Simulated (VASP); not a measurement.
# Nb3CdB (Pm-3m) in VASP: notebook

Nb3CdB is run at these levels: PBE; tasks: single point, relaxation of cell and atoms.

Program: VASP 6.6.1. These are calculated values, not measurements. Logs are shortened: lines on timing, memory, paths and dates and some standing lists are left out, and cuts for length are marked.

## 1. The cell of the first run

It takes space group Pm-3m (No. 221, cubic). The conventional cell has a = 4.130 Å, b = 4.130 Å, c = 4.130 Å, α = 90.00°, β = 90.00°, γ = 90.00°. Within 2.7 Å of Nb (site symmetry 4/mmm) lie 2 B at 2.07 Å. Cd (site symmetry m-3m) has 12 Nb at 2.92 Å and 8 B at 3.58 Å within 3.8 Å. B (site symmetry m-3m) has 6 Nb at 2.07 Å within 2.7 Å.

The cell was built from a structure type or drawn by symmetry, and may not be a known phase.

## 2. Single point, PBE

Contents of INCAR:

```
SYSTEM = Nb3CdB
PREC = Accurate
ENCUT = 520
EDIFF = 1E-6
ISMEAR = 0
SIGMA = 0.1
LREAL = .False.
LASPH = .True.
NELM = 100
ALGO = Fast
ISIF = 2
LWAVE = .False.
LCHARG = .False.
GGA = PE
NBANDS = 35
```

Contents of KPOINTS:

```
regular mesh
0
Gamma
  4 4 4
  0 0 0
```

Contents of POSCAR:

```
Nb3CdB
1.0
    4.1303616800      0.0000000000      0.0000000000
    0.0000000000      4.1303616800      0.0000000000
    0.0000000000      0.0000000000      4.1303616800
Nb Cd B
3 1 1
Direct
    0.0000000000      0.0000000000      0.5000000000
    0.5000000000      0.0000000000      0.0000000000
    0.0000000000      0.5000000000      0.0000000000
    0.5000000000      0.5000000000      0.5000000000
    0.0000000000      0.0000000000      0.0000000000
```

Potentials or basis: VASP PAW PBE potentials, release 64 (Nb_sv, Cd, B).

Started as:

```sh
$ cat potpaw_PBE.64/Nb_sv/POTCAR potpaw_PBE.64/Cd/POTCAR potpaw_PBE.64/B/POTCAR > POTCAR
$ mpirun -np 1 vasp_std > vasp.out
```

OUTCAR:

```text
SYSTEM = Nb3CdB
   PREC = Accurate
   ENCUT = 520
   EDIFF = 1E-6
   ISMEAR = 0
   LREAL = .False.
   LASPH = .True.
   NELM = 100
   ISIF = 2
   GGA = PE

 ion  position               nearest neighbor table
   1  0.000  0.000  0.500-   5 2.07   5 2.07   4 2.92   2 2.92   2 2.92   3 2.92   3 2.92   3 2.92
                             4 2.92   3 2.92   2 2.92   4 2.92   2 2.92   4 2.92
   2  0.500  0.000  0.000-   5 2.07   5 2.07   4 2.92   1 2.92   1 2.92   4 2.92   3 2.92   4 2.92
                             4 2.92   1 2.92   3 2.92   3 2.92   1 2.92   3 2.92
   3  0.000  0.500  0.000-   5 2.07   5 2.07   4 2.92   1 2.92   1 2.92   4 2.92   1 2.92   2 2.92
                             2 2.92   1 2.92   2 2.92   4 2.92   4 2.92   2 2.92
   4  0.500  0.500  0.500-   1 2.92   2 2.92   3 2.92   2 2.92   3 2.92   1 2.92   2 2.92   2 2.92
                             1 2.92   3 2.92   3 2.92   1 2.92
   5  0.000  0.000  0.000-   1 2.07   2 2.07   3 2.07   1 2.07   3 2.07   2 2.07

  LATTYP: Found a simple cubic cell.
 ALAT       =     4.1303616800

  Lattice vectors:

 A1 = (   4.1303616800,   0.0000000000,   0.0000000000)
 A2 = (   0.0000000000,   4.1303616800,   0.0000000000)
 A3 = (   0.0000000000,   0.0000000000,   4.1303616800)

Analysis of symmetry for initial positions (statically):
=====================================================================
 Subroutine PRICEL returns:
 Original cell was already a primitive cell.

 Routine SETGRP: Setting up the symmetry group for a
 simple cubic supercell.

 Subroutine GETGRP returns: Found 48 space group operations
 (whereof 48 operations were pure point group operations)
 out of a pool of 48 trial point group operations.

The static configuration has the point symmetry O_h .

Analysis of symmetry for dynamics (positions and initial velocities):
=====================================================================
 Subroutine PRICEL returns:
 Original cell was already a primitive cell.

 Routine SETGRP: Setting up the symmetry group for a
 simple cubic supercell.

 Subroutine GETGRP returns: Found 48 space group operations
 (whereof 48 operations were pure point group operations)
 out of a pool of 48 trial point group operations.

The dynamic configuration has the point symmetry O_h .

 Subroutine INISYM returns: Found 48 space group operations
 (whereof 48 operations are pure point group operations),
 and found     1 'primitive' translations

----------------------------------------------------------------------------------------

                                     Primitive cell

  volume of cell :      70.4635

  direct lattice vectors                    reciprocal lattice vectors
     4.130361680  0.000000000  0.000000000     0.242109548  0.000000000  0.000000000
     0.000000000  4.130361680  0.000000000     0.000000000  0.242109548  0.000000000
     0.000000000  0.000000000  4.130361680     0.000000000  0.000000000  0.242109548

  length of vectors
     4.130361680  4.130361680  4.130361680     0.242109548  0.242109548  0.242109548

  position of ions in fractional coordinates (direct lattice)
     0.000000000  0.000000000  0.500000000
     0.500000000  0.000000000  0.000000000
     0.000000000  0.500000000  0.000000000
     0.500000000  0.500000000  0.500000000
     0.000000000  0.000000000  0.000000000

  ion indices of the primitive-cell ions
   primitive index   ion index
                 1           1
                 2           2
                 3           3
                 4           4
                 5           5

----------------------------------------------------------------------------------------

 KPOINTS: regular mesh

Automatic generation of k-mesh.
 Grid dimensions read from file:
 generate k-points for:    4    4    4

 Generating k-lattice:

  Cartesian coordinates                     Fractional coordinates (reciprocal lattice)
     0.060527387  0.000000000  0.000000000     0.250000000  0.000000000  0.000000000
     0.000000000  0.060527387  0.000000000     0.000000000  0.250000000  0.000000000
     0.000000000  0.000000000  0.060527387     0.000000000  0.000000000  0.250000000

  Length of vectors
     0.060527387  0.060527387  0.060527387

  Shift w.r.t. Gamma in fractional coordinates (k-lattice)
     0.000000000  0.000000000  0.000000000

 Subroutine IBZKPT returns following result:
 ===========================================

 Found     10 irreducible k-points:

 Following reciprocal coordinates:
            Coordinates               Weight
  0.000000  0.000000  0.000000      1.000000
  0.250000  0.000000  0.000000      6.000000
  0.500000  0.000000  0.000000      3.000000
  0.250000  0.250000  0.000000     12.000000
  0.500000  0.250000  0.000000     12.000000
  0.500000  0.500000  0.000000      3.000000
  0.250000  0.250000  0.250000      8.000000
  0.500000  0.250000  0.250000     12.000000
  0.500000  0.500000  0.250000      6.000000
  0.500000  0.500000  0.500000      1.000000
   k-points           NKPTS =     10   k-points in BZ     NKDIM =     10   number of bands    NBANDS=     35
   number of dos      NEDOS =    301   number of ions     NIONS =      5
   total plane-waves  NPLWV =  32768
   dimension x,y,z NGX =    32 NGY =   32 NGZ =   32
   dimension x,y,z NGXF=    64 NGYF=   64 NGZF=   64
   ions per type =               3   1   1
   NGX,Y,Z   is equivalent  to a cutoff of  12.88, 12.88, 12.88 a.u.
   NGXF,Y,Z  is equivalent  to a cutoff of  25.76, 25.76, 25.76 a.u.
 SYSTEM =  Nb3CdB
   PREC   = accura    normal or accurate (medium, high low for compatibility)
   ISTART =      0    job   : 0-new  1-cont  2-samecut
   ICHARG =      2    charge: 1-file 2-atom 10-const
   ISPIN  =      1    spin polarized calculation?
   LNONCOLLINEAR =      F non collinear calculations
   LSORBIT =      F    spin-orbit coupling
   LASPH  =      T    aspherical Exc in radial PAW
   ENCUT  =  520.0 eV  38.22 Ry    6.18 a.u.   7.68  7.68  7.68*2*pi/ulx,y,z
   NELM   =    100;   NELMIN=  2; NELMDL= -5     # of ELM steps
   EDIFF  = 0.1E-05   stopping-criterion for ELM
   LREAL  =      F    real-space projection
   EDIFFG = 0.1E-04   stopping-criterion for IOM
   NSW    =      0    number of steps for IOM
   IBRION =     -1    ionic relax: 0-MD 1-quasi-New 2-CG
   NFREE  =      0    steps in history (QN), initial steepest desc. (CG)
   ISIF   =      2    stress and relaxation
   ISYM   =      2    0-nonsym 1-usesym 2-fastsym
   POTIM  = 0.5000    time-step for ionic-motion
   TEBEG  =    0.0;   TEEND  =   0.0 temperature during run
   PSTRESS=    0.0 pullay stress
   NELECT =      54.0000    total number of electrons
   NUPDOWN=      -1.0000    fix difference up-down
   EMIN   =  10.00;   EMAX   =-10.00  energy-range for DOS
   EFERMI =   0.00;   METHOD = LEGACY
   ISMEAR =     0;   SIGMA  =   0.10  broadening in eV -4-tet -1-fermi 0-gaus
   EFERMI_NEDOS =   21; number of points for ismear=-14 and -15
   IALGO  =     68    algorithm
   IMIX   =      4    mixing-type and parameters
     AMIX     =   0.40;   BMIX     =  1.00
     AMIX_MAG =   1.60;   BMIX_MAG =  1.00
  volume/ion in A,a.u.               =      14.09        95.10
  Fermi-wavevector in a.u.,A,eV,Ry     =   1.498136  2.831067 30.537085  2.244412
  Thomas-Fermi vector in A             =   2.609934
   LORBIT       =      0    0 simple, 1 ext, 2 COOP (PROOUT), +10 PAW based schemes
   GGA     = PE    functional components
   LHFCALC =     F    Hartree Fock is set to
   AEXX    =    0.0000 exact exchange contribution
   IVDW    =     0    specifies the selected vdW correction
   LEPSILON=     F    determine dielectric tensor
   LRPA    =     F    only Hartree local field effects (RPA)
 non-spin polarized calculation
 RMM-DIIS sequential band-by-band and
 Gauss-broadening in eV      SIGMA  =   0.10
  energy-cutoff  :      520.00
  volume of cell :       70.46
 maximum number of plane-waves:      1924
 NGX is ok and might be reduce to    32
   NGX = 15   NGY = 15   NGZ = 15

 number of electron      53.9999993 magnetization

 Free energy of the ion-electron system (eV)
  ---------------------------------------------------
  ext. energy  EPLUGINS =         0.00000000
  ---------------------------------------------------
  free energy    TOTEN  =       -36.30651690 eV

  energy without entropy =      -36.29611179  energy(sigma->0) =      -36.30131435

 E-fermi :  10.6186     XC(G=0): -12.9202

 val. band max:       10.5993281562   @ k =   0.5000   0.5000   0.0000
 cond. band min:      10.9404862567   @ k =   0.5000   0.5000   0.2500
 fundamental gap:      0.3411581005
 Fermi energy:        10.6185507372

 k-point     1 :       0.0000    0.0000    0.0000
  band No.  band energies     occupation
      1     -43.9429      2.00000
      2     -43.6726      2.00000
      3     -43.6726      2.00000
      4     -20.5799      2.00000
      5     -20.5799      2.00000
      6     -20.5799      2.00000
[... 27 lines left out ...]
     34      14.8972      0.00000
     35      14.8973      0.00000

 k-point     2 :       0.2500    0.0000    0.0000
  band No.  band energies     occupation
      1     -43.9089      2.00000
      2     -43.7077      2.00000
      3     -43.6721      2.00000
      4     -20.5023      2.00000
      5     -20.5023      2.00000
      6     -20.4420      2.00000
[... 27 lines left out ...]
     34      16.1251      0.00000
     35      16.2894      0.00000

 k-point     3 :       0.5000    0.0000    0.0000
  band No.  band energies     occupation
      1     -43.8532      2.00000
      2     -43.7646      2.00000
      3     -43.6717      2.00000
      4     -20.4013      2.00000
      5     -20.4013      2.00000
      6     -20.1266      2.00000
[... 27 lines left out ...]
     34      16.2356      0.00000
     35      16.2408      0.00000
[... 191 lines left out ...]
 k-point     9 :       0.5000    0.5000    0.2500
  band No.  band energies     occupation
      1     -43.7628      2.00000
      2     -43.7628      2.00000
      3     -43.7624      2.00000
      4     -20.9421      2.00000
      5     -20.3681      2.00000
      6     -20.2362      2.00000
[... 27 lines left out ...]
     34      14.5640      0.00000
     35      16.3864      0.00000

 k-point    10 :       0.5000    0.5000    0.5000
  band No.  band energies     occupation
      1     -43.7623      2.00000
      2     -43.7623      2.00000
      3     -43.7623      2.00000
      4     -21.1233      2.00000
      5     -20.3630      2.00000
      6     -20.3630      2.00000
[... 27 lines left out ...]
     34      15.6202      0.00000
     35      15.6218      0.00000

------------------------ aborting loop because EDIFF is reached ----------------------------------------

  FORCE on cell =-STRESS in cart. coord.  units (eV):
  Direction    XX          YY          ZZ          XY          YZ          ZX
  --------------------------------------------------------------------------------------
  -------------------------------------------------------------------------------------
  Total       19.4891060     19.4891060     19.4891060     -0.0000000     -0.0000000     -0.0000000
  in kB      443.1372428    443.1372428    443.1372428     -0.0000000     -0.0000000     -0.0000000
  external PRESSURE =     443.1372428 kB  Pullay stress =       0.0000000 kB

 VOLUME and BASIS-vectors are now :
 -----------------------------------------------------------------------------
  energy-cutoff  :      520.00
  volume of cell :       70.46
      direct lattice vectors                 reciprocal lattice vectors
     4.130361680  0.000000000  0.000000000     0.242109548  0.000000000  0.000000000
     0.000000000  4.130361680  0.000000000     0.000000000  0.242109548  0.000000000
     0.000000000  0.000000000  4.130361680     0.000000000  0.000000000  0.242109548

 POSITION                                       TOTAL-FORCE (eV/Angst)
 -----------------------------------------------------------------------------------
      0.00000      0.00000      2.06518         0.000000      0.000000      0.000000
      2.06518      0.00000      0.00000         0.000000      0.000000      0.000000
      0.00000      2.06518      0.00000         0.000000      0.000000      0.000000
      2.06518      2.06518      2.06518         0.000000      0.000000      0.000000
      0.00000      0.00000      0.00000         0.000000      0.000000      0.000000
 -----------------------------------------------------------------------------------
    total drift:                                0.000000      0.000000     -0.000000

  FREE ENERGIE OF THE ION-ELECTRON SYSTEM (eV)
  ---------------------------------------------------
  free  energy   TOTEN  =       -36.3065169014 eV

  energy  without entropy=      -36.2961117921  energy(sigma->0) =      -36.30131435
```

Wall time 38 s (1 thread of AMD EPYC 9R45 (Zen 5), shared host); peak memory 0.15 GiB.

What came out:

```
Free energy            : -36.3065 eV
Pressure               : 44.3 GPa
Band gap on the k mesh : zero (bands 27 and 28 overlap by 0.52 eV)
```

Levels at points of the mesh, in eV from the Fermi level:
```
           k point  band 25  band 26  band 27  band 28  band 29  band 30
(0.00, 0.00, 0.00)     0.46     0.46     0.46     2.16     2.16     2.16
(0.50, 0.00, 0.00)    -1.68    -1.68    -0.28     0.47     1.36     1.70
(0.50, 0.50, 0.00)    -2.27    -0.06    -0.06    -0.02    -0.02     1.39
(0.50, 0.50, 0.50)    -0.20    -0.07    -0.07    -0.07     0.60     0.60
```

Caveat: the k points lie up to 0.38 Å⁻¹ apart, too coarse for converged energies and pressures of a metal.

## 3. Single point, PBE

This run uses another cell than the first one, of 17.09 Å³/atom.

Contents of INCAR:

```
SYSTEM = Nb3CdB
PREC     = Accurate       ! precision mode
ENCUT    = 520            ! plane-wave cutoff, eV
EDIFF    = 1E-7           ! SCF threshold, eV
ISMEAR   = 0              ! smearing method
SIGMA    = 0.1            ! smearing width, eV
LREAL    = .FALSE.        ! projectors in reciprocal space
LASPH    = .TRUE.         ! aspherical terms in the spheres
NELM     = 80             ! most SCF steps
ALGO     = Normal         ! electronic algorithm
ISIF     = 2              ! what is computed and relaxed
LWAVE    = .FALSE.        ! write WAVECAR
LCHARG   = .TRUE.         ! write CHGCAR
GGA      = PE             ! functional
LELF     = .TRUE.         ! ELF
LVHAR    = .TRUE.       
NBANDS   = 35             ! bands
```

Contents of KPOINTS:

```
regular mesh
0
G
  4 4 4
  0 0 0
```

POSCAR: that of step 2 with these lines changed.

```diff
@@ -2,5 +2,5 @@
 1.0
-    4.1303616800      0.0000000000      0.0000000000
-    0.0000000000      4.1303616800      0.0000000000
-    0.0000000000      0.0000000000      4.1303616800
+    4.4048436994      0.0000000000      0.0000000000
+    0.0000000000      4.4048436994      0.0000000000
+    0.0000000000      0.0000000000      4.4048436994
 Nb Cd B
```

Potentials or basis: VASP PAW PBE potentials, release 64 (Nb_sv, Cd, B).

Started as:

```sh
$ cat potpaw_PBE.64/Nb_sv/POTCAR potpaw_PBE.64/Cd/POTCAR potpaw_PBE.64/B/POTCAR > POTCAR
$ mpirun -np 1 vasp_std > vasp.out
```

It took 27 s on 1 thread of AMD EPYC 9R45 (Zen 5), shared host; peak memory 0.18 GiB.

Results (log left out):

```
Free energy            : -38.0622 eV
Pressure               : -0.2 GPa
Band gap on the k mesh : zero (bands 27 and 28 overlap by 0.04 eV)
```

Levels at points of the mesh, in eV from the Fermi level:
| k point | band 23 | band 24 | band 25 | band 26 | band 27 | band 28 | band 29 | band 30 | band 31 | band 32 |
| --- | --- | --- | --- | --- | --- | --- | --- | --- | --- | --- |
| (0.00, 0.00, 0.00) | -1.63 | -1.63 | -0.06 | -0.06 | -0.06 | 1.64 | 1.64 | 1.64 | 2.31 | 2.31 |
| (0.50, 0.00, 0.00) | -1.62 | -1.62 | -1.59 | -1.59 | -0.29 | 0.38 | 1.04 | 1.40 | 1.40 | 1.66 |
| (0.50, 0.50, 0.00) | -1.95 | -1.95 | -1.68 | -0.05 | -0.05 | 0.05 | 0.05 | 1.11 | 1.58 | 1.96 |
| (0.50, 0.50, 0.50) | -0.21 | -0.21 | -0.21 | -0.10 | -0.10 | -0.10 | 0.42 | 0.42 | 0.42 | 2.24 |

## 4. Relaxation of cell and atoms, PBE

Contents of INCAR:

```
PREC = Accurate
ENCUT = 600
EDIFF = 1E-6
ISMEAR = 0
SIGMA = 0.1
LREAL = F
LASPH = T
NELM = 80
ALGO = Fast
ISIF = 3
LWAVE = F
LCHARG = F
GGA = PE
IBRION = 2
NSW = 90
EDIFFG = -0.04
```

Contents of KPOINTS:

```
Automatic mesh
0
Gamma
  4 4 4
```

POSCAR: that of step 3 with these lines changed.

```diff
@@ -2,5 +2,5 @@
 1.0
-    4.4048436994      0.0000000000      0.0000000000
-    0.0000000000      4.4048436994      0.0000000000
-    0.0000000000      0.0000000000      4.4048436994
+    4.1303616800      0.0000000000      0.0000000000
+    0.0000000000      4.1303616800      0.0000000000
+    0.0000000000      0.0000000000      4.1303616800
 Nb Cd B
```

Started as:

```sh
$ cat potpaw_PBE.64/Nb_sv/POTCAR potpaw_PBE.64/Cd/POTCAR potpaw_PBE.64/B/POTCAR > POTCAR
$ mpirun -np 1 vasp_std > vasp.out
```

It took 3.3 min on 1 thread of AMD EPYC 9R45 (Zen 5), shared host; peak memory 0.19 GiB.

It converged, with:

```yaml
Free_energy: -38.0538 eV
Relaxed_volume: 17.07 Å³/atom
Relaxed_cell: a = 4.403 Å, b = 4.403 Å, c = 4.403 Å, α = 90.00°, β = 90.00°, γ = 90.00°
Space_group_after_relaxing_to_0.1_Å: Pm-3m (No. 221)
Energy_gained_by_relaxing: 349.2 meV/atom
Ionic_steps: 5
Pressure_after_relaxing: 0.1 GPa
Band_gap_on_the_k_mesh: zero (bands 27 and 28 overlap by 0.05 eV)
```

The path:
| step | energy change (eV) | largest force (eV/Å) | pressure (GPa) | volume (Å³) |
| --- | --- | --- | --- | --- |
| 1 | 0.0000 | 0.0000 | 44.32 | 70.46 |
| 2 | 1.7581 | 0.0000 | -25.76 | 118.16 |
| 3 | -1.7349 | 0.0000 | -2.48 | 86.79 |
| 4 | -1.7455 | 0.0000 | -0.53 | 85.67 |
| 5 | -1.7460 | 0.0000 | 0.07 | 85.34 |

Final structure:
```
CELL_PARAMETERS angstrom
4.40275 0.00000 0.00000
0.00000 4.40275 0.00000
0.00000 0.00000 4.40275
ATOMIC_POSITIONS crystal
Nb 0.00000 0.00000 0.50000
Nb 0.50000 0.00000 0.00000
Nb 0.00000 0.50000 0.00000
Cd 0.50000 0.50000 0.50000
B 0.00000 0.00000 0.00000
```

Levels at points of the mesh, in eV from the Fermi level:
```tsv
k point	band 25	band 26	band 27	band 28	band 29	band 30
(0.00, 0.00, 0.00)	-0.05	-0.05	-0.05	1.65	1.65	1.65
(0.50, 0.00, 0.00)	-1.59	-1.59	-0.29	0.38	1.04	1.40
(0.50, 0.50, 0.00)	-1.68	-0.05	-0.05	0.05	0.05	1.11
(0.50, 0.50, 0.50)	-0.21	-0.10	-0.10	-0.10	0.42	0.42
```

Caveat: the k points lie up to 0.36 Å⁻¹ apart in the final cell; the volume moved by over 15 % at a fixed basis, so the end points are rough.

(Part 1 of 2 ends here.)
